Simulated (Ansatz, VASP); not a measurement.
## Two plane-wave programs on SbPt

```xyz
4
Lattice="4.1694 0.0000 0.0000 -2.0847 3.6108 0.0000 0.0000 0.0000 5.4789" Properties=species:S:1:pos:R:3 pbc="T T T"
Sb    0.0000    2.4072    1.3697
Sb    2.0847    1.2036    4.1092
Pt    0.0000    0.0000    0.0000
Pt    0.0000    0.0000    2.7395
```

Alike in both runs: functional PBEsol; k mesh 8 × 8 × 6; occupations fermi-dirac, width 0.1 eV; no spin polarisation.

Ansatz relaxed the structure, and its values are those at the end. VASP's run is a single point on that final structure, the one shown.

|  | VASP | Ansatz |
| --- | --- | --- |
| version | VASP 6.6.1 | Ansatz 0.2.0 |
| potentials or method | VASP PAW PBE potentials, release 64 (Sb, Pt) | PAW with Ansatz's default frozen-core files, scalar-relativistic |
| plane-wave cutoff (eV) | 520 | 420 |
| valence electrons in the cell | 30 | 66 |

|  | VASP | Ansatz | Ansatz less VASP |
| --- | --- | --- | --- |
| pressure (GPa) | -0.2 | 0.0 | +0.22 |

VASP's potentials were made for PBE, not for PBEsol. The functional is the same, so the differences come from potentials, cutoffs and numerics. VASP's potentials hold 30 valence electrons a cell and Ansatz's 66, so a difference there can come from the potentials and not from the codes.

Spin-orbit coupling is off throughout.
